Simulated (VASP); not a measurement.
# Ru (P6_3/mmc) in VASP: settings compared

The runs below take Ru through electric field gradients, with PBE, LDA, PBEsol.

Everything below comes from runs of VASP 6.6.1. Logs are shortened: lines on timing, memory, paths and dates and some standing lists are left out, and cuts for length are marked.

## Step 1: The cell of the first run

Symmetry: P6_3/mmc, No. 194, hexagonal system. Conventional cell: a = 2.706 Å, b = 2.706 Å, c = 4.282 Å, α = 90.00°, β = 90.00°, γ = 120.00°. Within 3.5 Å of Ru (site symmetry -6m2) lie 12 Ru at 2.65 to 2.71 Å.

## Step 2: Electric field gradients, PBE

INCAR reads:

```
SYSTEM = Ru
  ALGO = Normal
  EDIFF = 1E-8
  ENCUT = 400
  GGA = PE
  GGA_COMPAT = .FALSE.
  ISIF = 2
  ISMEAR = -1
  LASPH = .TRUE.
  LCHARG = .FALSE.
  LEFG = .TRUE.
  LREAL = .FALSE.
  LWAVE = .FALSE.
  NBANDS = 21
  NELM = 120
  PREC = Accurate
  SIGMA = 0.05
```

KPOINTS reads:

```
k-points
0
G
  20 20 11
  0 0 0
```

POSCAR reads:

```
Ru
1.0
    2.7058000000      0.0000000000      0.0000000000
   -1.3529000000      2.3432915376      0.0000000000
    0.0000000000      0.0000000000      4.2819000000
Ru
2
Direct
    0.3333333333      0.6666666667      0.2500000000
    0.6666666667      0.3333333333      0.7500000000
```

Potentials or basis: VASP PAW PBE potentials, release 64 (Ru_pv).

On the command line:

```console
> cat potpaw_PBE.64/Ru_pv/POTCAR > POTCAR
> mpirun -np 1 vasp_std > vasp.out
```

OUTCAR:

```text
SYSTEM = Ru
   EDIFF = 1E-8
   ENCUT = 400
   GGA = PE
   ISIF = 2
   ISMEAR = -1
   LASPH = .TRUE.
   LREAL = .FALSE.
   NELM = 120
   PREC = Accurate

 ion  position               nearest neighbor table
   1  0.333  0.667  0.250-   2 2.65   2 2.65   2 2.65   2 2.65   2 2.65   2 2.65
   2  0.667  0.333  0.750-   1 2.65   1 2.65   1 2.65   1 2.65   1 2.65   1 2.65

  LATTYP: Found a hexagonal cell.
 ALAT       =     2.7058000000
 C/A-ratio  =     1.5824894671

  Lattice vectors:

 A1 = (   2.7058000000,   0.0000000000,   0.0000000000)
 A2 = (  -1.3529000000,   2.3432915376,   0.0000000000)
 A3 = (   0.0000000000,   0.0000000000,   4.2819000000)

Analysis of symmetry for initial positions (statically):
=====================================================================
 Subroutine PRICEL returns:
 Original cell was already a primitive cell.

 Routine SETGRP: Setting up the symmetry group for a
 hexagonal supercell.

 Subroutine GETGRP returns: Found 24 space group operations
 (whereof 12 operations were pure point group operations)
 out of a pool of 24 trial point group operations.

The static configuration has the point symmetry D_3d.
 The point group associated with its full space group is D_6h.

Analysis of symmetry for dynamics (positions and initial velocities):
=====================================================================
 Subroutine PRICEL returns:
 Original cell was already a primitive cell.

 Routine SETGRP: Setting up the symmetry group for a
 hexagonal supercell.

 Subroutine GETGRP returns: Found 24 space group operations
 (whereof 12 operations were pure point group operations)
 out of a pool of 24 trial point group operations.

The dynamic configuration has the point symmetry D_3d.
 The point group associated with its full space group is D_6h.

 Subroutine INISYM returns: Found 24 space group operations
 (whereof 12 operations are pure point group operations),
 and found     1 'primitive' translations

----------------------------------------------------------------------------------------

                                     Primitive cell

  volume of cell :      27.1493

  direct lattice vectors                    reciprocal lattice vectors
     2.705800000  0.000000000  0.000000000     0.369576465  0.213375072  0.000000000
    -1.352900000  2.343291538  0.000000000     0.000000000  0.426750144  0.000000000
     0.000000000  0.000000000  4.281900000     0.000000000  0.000000000  0.233541185

  length of vectors
     2.705800000  2.705800000  4.281900000     0.426750144  0.426750144  0.233541185

  position of ions in fractional coordinates (direct lattice)
     0.333333333  0.666666667  0.250000000
     0.666666667  0.333333333  0.750000000

  ion indices of the primitive-cell ions
   primitive index   ion index
                 1           1
                 2           2

----------------------------------------------------------------------------------------

 KPOINTS: k-points

Automatic generation of k-mesh.
 Grid dimensions read from file:
 generate k-points for:   20   20   11

 Generating k-lattice:

  Cartesian coordinates                     Fractional coordinates (reciprocal lattice)
     0.018478823  0.010668754  0.000000000     0.050000000  0.000000000  0.000000000
     0.000000000  0.021337507  0.000000000     0.000000000  0.050000000  0.000000000
     0.000000000  0.000000000  0.021231017     0.000000000  0.000000000  0.090909091

  Length of vectors
     0.021337507  0.021337507  0.021231017

  Shift w.r.t. Gamma in fractional coordinates (k-lattice)
     0.000000000  0.000000000  0.000000000

 Subroutine IBZKPT returns following result:
 ===========================================

 Found    264 irreducible k-points:

 Following reciprocal coordinates:
            Coordinates               Weight
  0.000000  0.000000  0.000000      1.000000
  0.050000  0.000000  0.000000      6.000000
  0.100000  0.000000  0.000000      6.000000
  0.150000  0.000000  0.000000      6.000000
  0.200000  0.000000  0.000000      6.000000
  0.250000  0.000000  0.000000      6.000000
[... 16 lines left out ...]
  0.200000  0.100000  0.000000     12.000000
  0.250000  0.100000  0.000000     12.000000
 [... further k-points ...]
   k-points           NKPTS =    264   k-points in BZ     NKDIM =    264   number of bands    NBANDS=     21
   number of dos      NEDOS =    301   number of ions     NIONS =      2
   total plane-waves  NPLWV =   9072
   dimension x,y,z NGX =    18 NGY =   18 NGZ =   28
   dimension x,y,z NGXF=    36 NGYF=   36 NGZF=   56
   ions per type =               2
   NGX,Y,Z   is equivalent  to a cutoff of  11.06, 11.06, 10.87 a.u.
   NGXF,Y,Z  is equivalent  to a cutoff of  22.12, 22.12, 21.74 a.u.
 SYSTEM =  Ru
   PREC   = accura    normal or accurate (medium, high low for compatibility)
   ISTART =      0    job   : 0-new  1-cont  2-samecut
   ICHARG =      2    charge: 1-file 2-atom 10-const
   ISPIN  =      1    spin polarized calculation?
   LNONCOLLINEAR =      F non collinear calculations
   LSORBIT =      F    spin-orbit coupling
   LASPH  =      T    aspherical Exc in radial PAW
   ENCUT  =  400.0 eV  29.40 Ry    5.42 a.u.   4.41  4.41  6.98*2*pi/ulx,y,z
   NELM   =    120;   NELMIN=  2; NELMDL= -5     # of ELM steps
   EDIFF  = 0.1E-07   stopping-criterion for ELM
   LREAL  =      F    real-space projection
   EDIFFG = 0.1E-06   stopping-criterion for IOM
   NSW    =      0    number of steps for IOM
   IBRION =     -1    ionic relax: 0-MD 1-quasi-New 2-CG
   NFREE  =      0    steps in history (QN), initial steepest desc. (CG)
   ISIF   =      2    stress and relaxation
   ISYM   =      2    0-nonsym 1-usesym 2-fastsym
   POTIM  = 0.5000    time-step for ionic-motion
   TEBEG  =    0.0;   TEEND  =   0.0 temperature during run
   PSTRESS=    0.0 pullay stress
   NELECT =      28.0000    total number of electrons
   NUPDOWN=      -1.0000    fix difference up-down
   EMIN   =  10.00;   EMAX   =-10.00  energy-range for DOS
   EFERMI =   0.00;   METHOD = LEGACY
   ISMEAR =    -1;   SIGMA  =   0.05  broadening in eV -4-tet -1-fermi 0-gaus
   EFERMI_NEDOS =   21; number of points for ismear=-14 and -15
   IALGO  =     38    algorithm
   IMIX   =      4    mixing-type and parameters
     AMIX     =   0.40;   BMIX     =  1.00
     AMIX_MAG =   1.60;   BMIX_MAG =  1.00
  volume/ion in A,a.u.               =      13.57        91.61
  Fermi-wavevector in a.u.,A,eV,Ry     =   1.654022  3.125649 37.222674  2.735789
  Thomas-Fermi vector in A             =   2.742361
   LORBIT       =      0    0 simple, 1 ext, 2 COOP (PROOUT), +10 PAW based schemes
   GGA     = PE    functional components
   LHFCALC =     F    Hartree Fock is set to
   AEXX    =    0.0000 exact exchange contribution
   IVDW    =     0    specifies the selected vdW correction
   LEPSILON=     F    determine dielectric tensor
   LRPA    =     F    only Hartree local field effects (RPA)
 non-spin polarized calculation
  energy-cutoff  :      400.00
  volume of cell :       27.15
 maximum number of plane-waves:       513
 NGX is ok and might be reduce to    18
   NGX =  9   NGY =  9   NGZ = 13

 number of electron      28.0000007 magnetization

 Free energy of the ion-electron system (eV)
  ---------------------------------------------------
  ext. energy  EPLUGINS =         0.00000000
  ---------------------------------------------------
  free energy    TOTEN  =       -18.46683160 eV

  energy without entropy =      -18.45302370  energy(sigma->0) =      -18.45992765

 E-fermi :  12.8687     XC(G=0): -14.1215

 val. band max:       12.8660645888   @ k =   0.5000   0.0000   0.1818
 cond. band min:      12.8716383466   @ k =   0.1000   0.0000   0.3636
 fundamental gap:      0.0055737578
 Fermi energy:        12.8687438357

 k-point     1 :       0.0000    0.0000    0.0000
  band No.  band energies     occupation
      1     -30.8027      2.00000
      2     -29.8755      2.00000
      3     -29.8755      2.00000
      4     -29.7059      2.00000
      5     -29.7059      2.00000
      6     -29.6597      2.00000
[... 13 lines left out ...]
     20      23.2700      0.00000
     21      23.2990      0.00000
[... 529 lines left out ...]
 k-point    24 :       0.2500    0.1000    0.0000
  band No.  band energies     occupation
      1     -30.5180      2.00000
      2     -30.3577      2.00000
      3     -30.2339      2.00000
      4     -30.0319      2.00000
      5     -29.8203      2.00000
      6     -29.8123      2.00000
[... 13 lines left out ...]
     20      23.2707      0.00000
     21      23.2759      0.00000

 [... further k-points ...]

------------------------ aborting loop because EDIFF is reached ----------------------------------------

  FORCE on cell =-STRESS in cart. coord.  units (eV):
  Direction    XX          YY          ZZ          XY          YZ          ZX
  --------------------------------------------------------------------------------------
  -------------------------------------------------------------------------------------
  Total        0.6824871      0.6824871      0.4161508      0.0000000      0.0000000      0.0000000
  in kB       40.2760163     40.2760163     24.5585504      0.0000000      0.0000000      0.0000000
  external PRESSURE =      35.0368610 kB  Pullay stress =       0.0000000 kB

 VOLUME and BASIS-vectors are now :
 -----------------------------------------------------------------------------
  energy-cutoff  :      400.00
  volume of cell :       27.15
      direct lattice vectors                 reciprocal lattice vectors
     2.705800000  0.000000000  0.000000000     0.369576465  0.213375072  0.000000000
    -1.352900000  2.343291538  0.000000000     0.000000000  0.426750144  0.000000000
     0.000000000  0.000000000  4.281900000     0.000000000  0.000000000  0.233541185

 POSITION                                       TOTAL-FORCE (eV/Angst)
 -----------------------------------------------------------------------------------
     -0.00000      1.56219      1.07048        -0.000000     -0.000000      0.000000
      1.35290      0.78110      3.21143         0.000000      0.000000      0.000000
 -----------------------------------------------------------------------------------
    total drift:                               -0.000000      0.000000     -0.000000

  FREE ENERGIE OF THE ION-ELECTRON SYSTEM (eV)
  ---------------------------------------------------
  free  energy   TOTEN  =       -18.4668315994 eV

  energy  without entropy=      -18.4530237011  energy(sigma->0) =      -18.45992765

 Electric field gradients (V/A^2)
---------------------------------------------------------------------
 ion       V_xx      V_yy      V_zz      V_xy      V_xz      V_yz
---------------------------------------------------------------------
   1       7.405     7.404   -14.810    -0.001     0.000    -0.000
   2       7.405     7.404   -14.810    -0.001    -0.000     0.000
---------------------------------------------------------------------

 Electric field gradients after diagonalization (V/A^2)
 (convention: |V_zz| > |V_xx| > |V_yy|)
----------------------------------------------------------------------
 ion       V_xx      V_yy      V_zz     asymmetry (V_yy - V_xx)/ V_zz
----------------------------------------------------------------------
   1       7.406     7.404   -14.810       0.000
   2       7.406     7.404   -14.810       0.000
----------------------------------------------------------------------

           NMR quadrupolar parameters

 Cq : quadrupolar parameter    Cq=e*Q*V_zz/h
 eta: asymmetry parameters     (V_yy - V_xx)/ V_zz
 Q  : nuclear electric quadrupole moment in mb (millibarn)
----------------------------------------------------------------------
 ion       Cq(MHz)       eta       Q (mb)
----------------------------------------------------------------------
   1      -0.036       0.000       1.000
   2      -0.036       0.000       1.000
----------------------------------------------------------------------
```

Run time: 3.2 min. Hardware: 1 thread of AMD EPYC 7R13, shared host; peak memory 0.16 GiB.

What came out:

```yaml
Free_energy: -18.4668 eV
Pressure: 3.5 GPa
Band_gap_on_the_k_mesh: zero (band 14 reaches 14.46 eV, above the bottom of band 15 at 11.22 eV)
```

Electric field gradients, principal values (V/Å²):
```csv
atom,least,middle,greatest (by size)
1 Ru,7.404,7.406,-14.810
2 Ru,7.404,7.406,-14.810
```

Caveat: without QUAD_EFG the Cq values of the log hold for a quadrupole moment of 1 mb, not for the nuclei.

(Part 1 of 2 ends here.)
